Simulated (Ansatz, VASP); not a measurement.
One calculation of VRe, two programs

```
V Re
1.0
     1.46736   -2.11062    0.00000
     1.46736    2.11062    0.00000
     0.00000    0.00000    4.07237
V Re
1 1
Direct
  0.50000 0.50000 0.50000
  0.00000 0.00000 0.00000
```

Change from the starting cell: volume scaled by 0.9, LAPW.

Alike in both runs: task single point; functional LDA; k mesh 14 × 14 × 9; occupations fermi-dirac, width 0.05 eV; no spin polarisation.

|  | VASP | Ansatz |
| --- | --- | --- |
| version | VASP 6.6.1 | Ansatz 0.2.0 |
| potentials or method | VASP PAW LDA potentials, release 64 (V_sv, Re), cutoff 520 eV | all-electron LAPW, scalar-relativistic |

|  | VASP | Ansatz | Ansatz less VASP |
| --- | --- | --- | --- |
| pressure (GPa) | 25.1 | 23.4 | -1.70 |
| traceless stress, the component that is largest in VASP (GPa) | -0.25 | 0.00 | +0.252 |

LDA's correlation is that of Perdew and Zunger in VASP and of Perdew and Wang (1992) in Ansatz. Ansatz ran all-electron here, and VASP with PAW potentials.

Neither program's run includes spin-orbit coupling.
